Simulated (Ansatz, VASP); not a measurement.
Cd: VASP beside Ansatz

```
Cd
1.0
     2.90440    0.00000    0.00000
    -1.45220    2.51528    0.00000
     0.00000    0.00000    5.33677
Cd
2
Direct
  0.33333 0.66667 0.25000
  0.66667 0.33333 0.75000
```

Change from the starting cell: strain -0.025 along x and y, -0.050 along z, atoms carried along.

Alike in both runs: task single point; functional PBEsol; k mesh 18 × 18 × 8; occupations gaussian, width 0.15 eV; no spin polarisation.

|  | VASP | Ansatz |
| --- | --- | --- |
| version | VASP 6.6.1 | Ansatz 0.2.0 |
| potentials or method | VASP PAW PBE potentials, release 64 (Cd), cutoff 520 eV | scalar-relativistic, plane waves, PAW |
| valence electrons in the cell | 24 | 40 |

|  | VASP | Ansatz | Ansatz less VASP |
| --- | --- | --- | --- |
| gap on the k mesh at the Fermi level (eV) | none | none | - |
| pressure (GPa) | 5.8 | 5.2 | -0.58 |
| traceless stress, the component that is largest in VASP (GPa) | -0.91 | -0.73 | +0.183 |

VASP's potentials were made for PBE, not for PBEsol. A gap of «none» marks a metal or a gap that the smearing closes. With one functional, cell and mesh, what is left measures potentials, basis and numerics. VASP's potentials hold 24 valence electrons a cell and Ansatz's 40, so a difference there can come from the potentials and not from the codes.
